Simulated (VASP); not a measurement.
WS2: single point with PBE+D3(BJ)

WS2:

```
CELL_PARAMETERS angstrom
1.48552 0.85767 6.81985
-1.48552 0.85767 6.81985
0.00000 -1.71533 6.81985
ATOMIC_POSITIONS crystal
W 0.99934 0.99934 0.99934
S 0.75278 0.75278 0.75278
S 0.57918 0.57918 0.57918
```

This cell differs from its parent crystal: ratio of the length along z to the lengths across it x 1.2, volume and fractional coordinates fixed.

- Program: VASP 6.6.1
- Task: single point
- Functional: PBE
- Dispersion: D3(BJ)
- Potentials or basis: VASP PAW PBE potentials, release 64 (W_sv, S)
- Cutoff: 520 eV
- k mesh: 12 × 12 × 12
- Occupations: gaussian, width 0.05 eV
- Spin: no spin polarisation

- Pressure: -0.7 GPa
- Largest force: 2.192 eV/Å
- Band gap on the k mesh: 0.85 eV (least direct gap 1.45 eV)
- Dispersion energy per atom: -0.435 eV

Forces on the atoms (eV/Å):
```
W    0.000  0.000 -0.006
S    0.000  0.000 -2.186
S    0.000  0.000  2.192
```

Stress tensor (GPa, compression positive):
```
 12.04   0.00   0.00
  0.00  12.04   0.00
  0.00   0.00 -26.24
```

Levels at points of the mesh, in eV from the valence-band top:
| k point | band 10 | band 11 | band 12 | band 13 | band 14 | band 15 | band 16 | band 17 |
| --- | --- | --- | --- | --- | --- | --- | --- | --- |
| (0.00, 0.00, 0.00) | -1.61 | -1.61 | -0.19 | -0.19 | 3.18 | 3.18 | 3.50 | 3.50 |
| (0.50, 0.00, 0.00) | -2.75 | -2.42 | -1.31 | -0.19 | 2.79 | 4.03 | 4.18 | 4.30 |
| (0.50, 0.50, 0.00) | -3.15 | -2.37 | -1.07 | -0.32 | 3.09 | 3.64 | 4.16 | 4.56 |
| (0.50, 0.50, 0.50) | -1.62 | -0.80 | -0.17 | -0.17 | 3.11 | 3.11 | 3.55 | 3.55 |

Run time: 9.5 min on 1 thread of AMD EPYC 9R45 96-Core Processor (Zen 5) (shared host), peak memory 0.48 GiB.

Caveat: spin-orbit coupling is left out, which moves the levels of the heavy elements; forces of over 1 eV/Å act on the atoms, so gaps and moduli don't describe the material at rest. A k mesh can miss the band edges.
